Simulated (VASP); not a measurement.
Input of a VASP 6.6.1 run:

File INCAR:

```
SYSTEM = MgO
ALGO = Normal
EDIFF = 1E-6
ENCUT = 520
GGA = PE
ISIF = 2
ISMEAR = 0
LASPH = .True.
LCHARG = .False.
LREAL = .False.
LWAVE = .False.
NBANDS = 16
NELM = 100
PREC = Accurate
SIGMA = 0.05
```

KPOINTS

```
k-points
0
Gamma
  9 9 6
  0 0 0
```

Contents of POSCAR:

```
MgO
1.0
    3.5623398291      0.0000000000      0.0000000000
   -1.7811699146      3.0850767889      0.0000000000
    0.0000000000      0.0000000000      4.1406048166
Mg O
2 2
Direct
    0.6722747364      0.3333333333      0.7500000000
    0.3389414031      0.6666666667      0.2500000000
    0.6581471257      0.3333333333      0.2500000000
    0.3248137924      0.6666666667      0.7500000000
```

Potentials or basis: VASP PAW PBE potentials, release 64 (Mg, O).

Command:

```bash
$ cat potpaw_PBE.64/Mg/POTCAR potpaw_PBE.64/O/POTCAR > POTCAR
$ mpirun -np 1 vasp_std > vasp.out
```

Question: Predict the pressure.

Answer: 0.1 GPa.

Question: What does it give for the band gap on the k mesh?

Answer: 3.31 eV.

Stress tensor (GPa, compression positive):
```
-1.55  0.00  0.00
 0.00 -1.78  0.00
 0.00  0.00  3.64
```

Caveat: the cell differs from its parent crystal (atoms displaced along a vibrational mode, the cell strained).
